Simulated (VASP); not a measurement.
# C: single point with r2SCAN

C:

```
CELL_PARAMETERS angstrom
2.50327 0.00000 0.00000
-1.25163 2.16790 0.00000
0.00000 0.00000 4.16872
ATOMIC_POSITIONS crystal
C 0.33333 0.66667 0.06273
C 0.66667 0.33333 0.56273
C 0.33333 0.66667 0.43727
C 0.66667 0.33333 0.93727
```

| Item | Value |
| --- | --- |
| Program | VASP 6.6.1 |
| Task | single point |
| Functional | r2SCAN |
| Potentials or basis | VASP PAW PBE potentials, release 64 (C) |
| Cutoff | 520 eV |
| k mesh | 12 × 12 × 7 |
| Occupations | fermi-dirac, width 0.05 eV |
| Spin | no spin polarisation |
| Dipole correction | no |
| Further INCAR settings | ALGO = Normal; EDIFF = 1e-06; NBANDS = 16 |

```json
{"Pressure": "1.0 GPa", "Largest force": "0.010 eV/Å", "Band gap on the k mesh": "3.56 eV, indirect (least direct gap 5.19 eV)"}
```

Forces in eV/Å, atoms in the order of the input:
```
C    0.000  0.000  0.010
C    0.000  0.000  0.010
C    0.000  0.000 -0.010
C    0.000  0.000 -0.010
```

Levels at points of the mesh, in eV from the valence-band top:
```tsv
k point	band 6	band 7	band 8	band 9	band 10	band 11
(0.00, 0.00, 0.00)	-0.50	0.00	0.00	5.19	5.19	5.58
(0.50, 0.00, 0.00)	-6.85	-6.24	-3.35	4.72	8.58	8.72
```

Wall time 41 s on 1 thread of Intel(R) Xeon(R) 6975P-C (Granite Rapids) (shared host), peak memory 0.14 GiB.

Caveat: the PAW data sets were made with another functional, which shifts forces and pressure a little. A k mesh can miss the band edges.
